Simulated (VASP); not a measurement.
SnTe, 2 atoms in the cell. The structure is cubic, space group Fm-3m (No. 225). Conventional cell: a = 6.410 Å, b = 6.410 Å, c = 6.410 Å, α = 90.00°, β = 90.00°, γ = 90.00°. Within 4.2 Å of Sn (site symmetry m-3m) lie 6 Te at 3.20 Å. Te (site symmetry m-3m) has 6 Sn at 3.20 Å within 4.2 Å. 

```yaml
Program: VASP 6.6.1
Task: relaxation of cell and atoms
Functional: PBE
Potentials_or_basis: VASP PAW PBE potentials, release 64 (Sn_d, Te)
Cutoff: 500 eV
k_mesh: 10 × 10 × 10
Occupations: gaussian, width 0.01 eV
Spin: no spin polarisation
Dipole_correction: no
Further_INCAR_settings: ALGO = Normal; EDIFF = 1e-07; IBRION = 2; EDIFFG = -0.002; NSW = 100; ISIF = 3
```

Potentials or basis: VASP PAW PBE potentials, release 64 (Sn_d, Te).

The run is started by

```console
$ cat potpaw_PBE.64/Sn_d/POTCAR potpaw_PBE.64/Te/POTCAR > POTCAR
$ mpirun -np 1 vasp_std > vasp.out
```

Hardware: 1 thread of Intel Xeon 8259CL, with other jobs on the host.

How long does it take, and how much memory?

It took 72 s on 1 thread of Intel Xeon 8259CL, with other jobs on the host, peak memory 0.23 GiB. Counts: scf iterations 15, k points 47, ion steps 1.
